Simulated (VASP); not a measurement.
Write the native input for VASP 6.6.1 that does the following.

```yaml
Task: single point
Functional: PBE
Potentials_or_basis: VASP PAW PBE potentials, release 64 (Si, Ge_d)
Cutoff: 520 eV
k_mesh: 4 × 4 × 4
Occupations: gaussian, width 0.1 eV
Spin: no spin polarisation
Dipole_correction: no
Further_INCAR_settings: ALGO = Normal; EDIFF = 1e-06; NBANDS = 41
```

The structure of SiGe2 lies in POSCAR:

```
SiGe2
1.0
    0.0000000000      3.7038896855      3.7038896855
    3.7038896855      0.0000000000      3.7038896855
    3.7038896855      3.7038896855      0.0000000000
Si Ge
2 4
Direct
    0.0000000000      0.0000000000      0.0000000000
    0.2500000000      0.2500000000      0.2500000000
    0.6250000000      0.6250000000      0.6250000000
    0.1250000000      0.6250000000      0.6250000000
    0.6250000000      0.6250000000      0.1250000000
    0.6250000000      0.1250000000      0.6250000000
```

These files were run (other wordings do the same):

INCAR

```
SYSTEM = SiGe2
  PREC = Accurate
  ENCUT = 520
  EDIFF = 1E-6
  ISMEAR = 0
  SIGMA = 0.1
  LREAL = .FALSE.
  LASPH = .TRUE.
  NELM = 80
  ALGO = Normal
  ISIF = 2
  LWAVE = .FALSE.
  LCHARG = .FALSE.
  GGA = PE
  NBANDS = 41
```

KPOINTS

```
regular mesh
0
G
  4 4 4
  0 0 0
```

Potentials or basis: VASP PAW PBE potentials, release 64 (Si, Ge_d).

Command:

```sh
$ cat potpaw_PBE.64/Si/POTCAR potpaw_PBE.64/Ge_d/POTCAR > POTCAR
$ mpirun -np 1 vasp_std > vasp.out
```

It gave:

The pressure is 11.0 GPa. The band gap on the k mesh is zero (band 32 reaches 8.36 eV, above the bottom of band 33 at 6.32 eV).

Caveat: the k points lie up to 0.37 Å⁻¹ apart.

Wall time 24 s on 1 thread of Intel(R) Xeon(R) 6975P-C (Granite Rapids) (shared host), peak memory 0.24 GiB.
